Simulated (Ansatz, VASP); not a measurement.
MoW3 in VASP and in Ansatz

```xyz
4
Lattice="4.6254 0.0000 0.0000 0.0000 4.6254 0.0000 0.0000 0.0000 3.2707" Properties=species:S:1:pos:R:3 pbc="T T T"
Mo    0.0000    0.0000    1.6353
W     0.0000    2.3127    0.0000
W     2.3127    2.3127    1.6353
W     2.3127    0.0000    0.0000
```

Alike in both runs: task single point; functional PBE; k mesh 4 × 4 × 6; occupations gaussian, width 0.1 eV; no spin polarisation.

|  | VASP | Ansatz |
| --- | --- | --- |
| version | VASP 6.6.1 | Ansatz 0.2.0 |
| potentials or method | VASP PAW PBE potentials, release 64 (Mo_sv, W_sv), cutoff 520 eV | scalar-relativistic, plane waves, PAW |
| valence electrons in the cell | 56 | 56 |

VASP gave:

| Quantity | Value |
| --- | --- |
| gap on the k mesh at the Fermi level (eV) | none |
| pressure (GPa) | -20.8 |
| traceless stress, the component that is largest in VASP (GPa) | 1.02 |

**Question.** Estimate Ansatz's values.

**Answer.** gap on the k mesh at the Fermi level (eV): none; pressure (GPa): -21.1; traceless stress, the component that is largest in VASP (GPa): 1.00.

A gap of «none» marks a metal or a gap that the smearing closes. With one functional, cell and mesh, what is left measures potentials, basis and numerics.

Spin-orbit coupling is off throughout.
